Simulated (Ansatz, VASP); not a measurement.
ZrN in VASP and in Ansatz

```
CELL_PARAMETERS angstrom
3.25269 0.00000 0.00000
1.62635 2.81691 0.00000
1.62635 0.93897 2.65581
ATOMIC_POSITIONS crystal
Zr 0.50000 0.50000 0.50000
N 0.00000 0.00000 0.00000
```

Alike in both runs: task single point; functional LDA; k mesh 8 × 8 × 8; occupations fermi-dirac, width 0.15 eV; no spin polarisation.

```csv
,VASP,Ansatz
version,VASP 6.6.1,Ansatz 0.2.0
potentials or method,"VASP PAW LDA potentials, release 64 (Zr_sv, N), cutoff 600 eV","plane waves, PAW"
valence electrons in the cell,17,17
```

|  | VASP | Ansatz | Ansatz less VASP |
| --- | --- | --- | --- |
| pressure (GPa) | -11.7 | -12.3 | -0.61 |

LDA's correlation is that of Perdew and Zunger in VASP and of Perdew and Wang (1992) in Ansatz.
